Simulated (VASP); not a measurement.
# Cs2AgBiBr6 (Fm-3m) in VASP: a series of runs, part 2 of 2

VASP 6.6.1.

### Step 5. Single point, PBE

File INCAR:

```
ALGO = Normal
EDIFF = 1E-6
ENCUT = 520
GGA = PE
ISIF = 2
ISMEAR = -1
LASPH = True
LCHARG = False
LREAL = False
LWAVE = False
NBANDS = 54
NELM = 100
PREC = Accurate
SIGMA = 0.05
```

File KPOINTS:

```
k-points
0
Gamma
  4 4 4
```

File POSCAR:

```
Cs2AgBiBr6
1.0
    0.0000000000      5.6161000000      5.6161000000
    5.6161000000      0.0000000000      5.6161000000
    5.6161000000      5.6161000000      0.0000000000
Bi Cs Ag Br
1 2 1 6
Direct
    0.0000000000      0.0000000000      0.0000000000
    0.7500000000      0.7500000000      0.7500000000
    0.2500000000      0.2500000000      0.2500000000
    0.5000000000      0.5000000000      0.5000000000
    0.7494500000      0.7494500000      0.2505500000
    0.2505500000      0.2505500000      0.7494500000
    0.7494500000      0.2505500000      0.2505500000
    0.7494500000      0.2505500000      0.7494500000
    0.2505500000      0.7494500000      0.7494500000
    0.2505500000      0.7494500000      0.2505500000
```

Potentials or basis: VASP PAW PBE potentials, release 64 (Bi_d, Cs_sv, Ag, Br).

The run is started by

```console
cat potpaw_PBE.64/Bi_d/POTCAR potpaw_PBE.64/Cs_sv/POTCAR potpaw_PBE.64/Ag/POTCAR potpaw_PBE.64/Br/POTCAR > POTCAR
mpirun -np 1 vasp_std > vasp.out
```

OUTCAR:

```text
EDIFF = 1E-6
   ENCUT = 520
   GGA = PE
   ISIF = 2
   ISMEAR = -1
   LASPH = True
   LREAL = False
   NELM = 100
   PREC = Accurate

 ion  position               nearest neighbor table
   1  0.000  0.000  0.000-   5 2.81   6 2.81   7 2.81   8 2.81   9 2.81  10 2.81
   2  0.750  0.750  0.750-
   3  0.250  0.250  0.250-
   4  0.500  0.500  0.500-   5 2.80   6 2.80   7 2.80   8 2.80   9 2.80  10 2.80
   5  0.749  0.749  0.251-   4 2.80   1 2.81
   6  0.251  0.251  0.749-   4 2.80   1 2.81
[... 656 lines left out ...]
  in kB       18.6096634     18.6096634     18.6096634     -0.0000000     -0.0000000     -0.0000000
  external PRESSURE =      18.6096634 kB  Pullay stress =       0.0000000 kB

 VOLUME and BASIS-vectors are now :
 -----------------------------------------------------------------------------
  energy-cutoff  :      520.00
  volume of cell :      354.27
      direct lattice vectors                 reciprocal lattice vectors
     0.000000000  5.616100000  5.616100000    -0.089029754  0.089029754  0.089029754
     5.616100000  0.000000000  5.616100000     0.089029754 -0.089029754  0.089029754
     5.616100000  5.616100000  0.000000000     0.089029754  0.089029754 -0.089029754

 POSITION                                       TOTAL-FORCE (eV/Angst)
 -----------------------------------------------------------------------------------
      0.00000      0.00000      0.00000        -0.000000     -0.000000     -0.000000
      8.42415      8.42415      8.42415        -0.000000     -0.000000     -0.000000
      2.80805      2.80805      2.80805        -0.000000     -0.000000     -0.000000
      5.61610      5.61610      5.61610        -0.000000     -0.000000     -0.000000
      5.61610      5.61610      8.41797        -0.000000     -0.000000     -0.294348
      5.61610      5.61610      2.81423        -0.000000     -0.000000      0.294348
      2.81423      5.61610      5.61610         0.294348     -0.000000     -0.000000
      5.61610      8.41797      5.61610        -0.000000     -0.294348     -0.000000
      8.41797      5.61610      5.61610        -0.294348     -0.000000     -0.000000
      5.61610      2.81423      5.61610        -0.000000      0.294348     -0.000000
 -----------------------------------------------------------------------------------
    total drift:                                0.000000      0.000000     -0.000000

  FREE ENERGIE OF THE ION-ELECTRON SYSTEM (eV)
  ---------------------------------------------------
  free  energy   TOTEN  =       -29.4769067323 eV

  energy  without entropy=      -29.4769062076  energy(sigma->0) =      -29.47690647
```

OSZICAR:

```text
N       E                     dE             d eps       ncg     rms          rms(c)
DAV:   1     0.707106985759E+03    0.70711E+03   -0.36935E+04   864   0.140E+03
DAV:   2     0.469398103459E+02   -0.66017E+03   -0.63878E+03  1050   0.299E+02
DAV:   3    -0.283417356506E+02   -0.75282E+02   -0.74867E+02  1032   0.118E+02
DAV:   4    -0.306748344338E+02   -0.23331E+01   -0.23261E+01  1058   0.250E+01
DAV:   5    -0.307516731793E+02   -0.76839E-01   -0.76804E-01  1232   0.411E+00    0.817E+00
DAV:   6    -0.295366085294E+02    0.12151E+01   -0.21570E+00  1110   0.893E+00    0.545E+00
DAV:   7    -0.294686311721E+02    0.67977E-01   -0.11970E+00  1096   0.408E+00    0.237E+00
DAV:   8    -0.294734298456E+02   -0.47987E-02   -0.98064E-02  1036   0.155E+00    0.650E-01
DAV:   9    -0.294758686196E+02   -0.24388E-02   -0.84880E-03  1000   0.487E-01    0.131E-01
DAV:  10    -0.294765982156E+02   -0.72960E-03   -0.13185E-03  1092   0.149E-01    0.848E-02
DAV:  11    -0.294768761205E+02   -0.27790E-03   -0.28913E-04   968   0.707E-02    0.176E-02
DAV:  12    -0.294769020930E+02   -0.25972E-04   -0.28135E-05  1018   0.263E-02    0.106E-02
DAV:  13    -0.294769071952E+02   -0.51022E-05   -0.14921E-05  1040   0.139E-02    0.485E-03
DAV:  14    -0.294769067323E+02    0.46284E-06   -0.19667E-06   786   0.721E-03
   1 F= -.29476907E+02 E0= -.29476906E+02  d E =-.524739E-06
```

stdout:

```text
POSCAR found type information on POSCAR BiCsAgBr
 POSCAR found :  4 types and      10 ions
 scaLAPACK will be used
 LDA part: xc-table for (Slater+PW92), standard interpolation
 POSCAR, INCAR and KPOINTS ok, starting setup
 FFT: planning ... GRIDC
 FFT: planning ... GRID_SOFT
 FFT: planning ... GRID
 WAVECAR not read
 entering main loop
```

Wall time 3.9 min (1 thread of AMD EPYC 7R43 (Zen 3), shared host); peak memory 0.55 GiB.

Results:

| Property | Result |
| --- | --- |
| Free energy | -29.4769 eV |
| Pressure | 1.9 GPa |
| Largest force | 0.294 eV/Å |
| Band gap on the k mesh | 1.27 eV, indirect (least direct gap 2.47 eV) |

Forces in eV/Å, atoms in the order of the input:
```
Bi   0.000  0.000  0.000
Cs   0.000  0.000  0.000
Cs   0.000  0.000  0.000
Ag   0.000  0.000  0.000
Br   0.000  0.000 -0.294
Br   0.000  0.000  0.294
Br   0.294  0.000  0.000
Br   0.000 -0.294  0.000
Br  -0.294  0.000  0.000
Br   0.000  0.294  0.000
```

Caveat: spin-orbit coupling is left out, which moves the levels of the heavy elements. A hybrid or GW would open this gap; PBE tends to underestimate it.

### Step 6. Summary

```csv
level,potentials or basis,U,gap on the mesh (eV),pressure (GPa),largest force (eV/Å)
LDA+U,"VASP PAW LDA potentials, release 64 (Bi_d, Cs_sv, Ag, Br)",Ag d U = 5.0 eV,1.50,-1.5,0.31
LDA+U,"VASP PAW LDA potentials, release 64 (Bi_d, Cs_sv, Ag, Br)",Ag d U = 6.0 eV,1.56,-1.5,0.31
LDA,"VASP PAW LDA potentials, release 64 (Bi_d, Cs_sv, Ag, Br)",-,1.11,-1.4,0.34
PBE,"VASP PAW PBE potentials, release 64 (Bi_d, Cs_sv, Ag, Br)",-,1.27,1.9,0.29
```

Alike in all rows: task single point; no spin polarisation; cell as given; k mesh 4 × 4 × 4; cutoff (eV) 520; smearing fermi-dirac 0.05 eV.

Caveats: spin-orbit coupling is left out, which moves the levels of the heavy elements.

Absolute energies hang on the potentials; compare differences alone.
